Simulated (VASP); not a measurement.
Input of a VASP 6.6.1 run:

File INCAR:

```
  ALGO = Normal
  DIPOL = 0.5 0.5 0.649
  EDIFF = 1E-7
  ENCUT = 520
  GGA = PE
  IDIPOL = 3
  ISIF = 2
  ISMEAR = 0
  IVDW = 12
  LASPH = True
  LCHARG = False
  LDIPOL = True
  LREAL = False
  LWAVE = False
  NBANDS = 16
  NELM = 100
  PREC = Accurate
  SIGMA = 0.05
```

File KPOINTS:

```
k-points
0
Gamma
  3 2 1
```

Contents of POSCAR:

```
H4CO
1.0
    5.0301999808      0.0000000000      0.0000000000
    0.0000000000      7.1137770343      0.0000000000
    0.0000000000      0.0000000000     26.2590499760
C O H
1 1 4
Direct
    0.6096527560      0.8993796330      0.6577892627
    0.7326030871      1.0367192121      0.6260691108
    0.4562379966      0.9621403273      0.6824309012
    0.7669535618      0.8387509187      0.6816353135
    0.5183262587      0.7856569289      0.6350853408
    0.5948967304      1.1104747590      0.6086540338
```

Potentials or basis: VASP PAW PBE potentials, release 64 (C, O, H).

Launch:

```sh
$ cat potpaw_PBE.64/C/POTCAR potpaw_PBE.64/O/POTCAR potpaw_PBE.64/H/POTCAR > POTCAR
$ mpirun -np 1 vasp_std > vasp.out
```

(1) Estimate the dispersion energy per atom.

(2) What does it give for the largest force?

(3) Predict the gap between the frontier levels.

Results:

(1) -0.011 eV.

(2) 0.612 eV/Å.

(3) 5.00 eV (least direct gap 5.01 eV).

Caveat: the k points lie up to 0.44 Å⁻¹ apart.
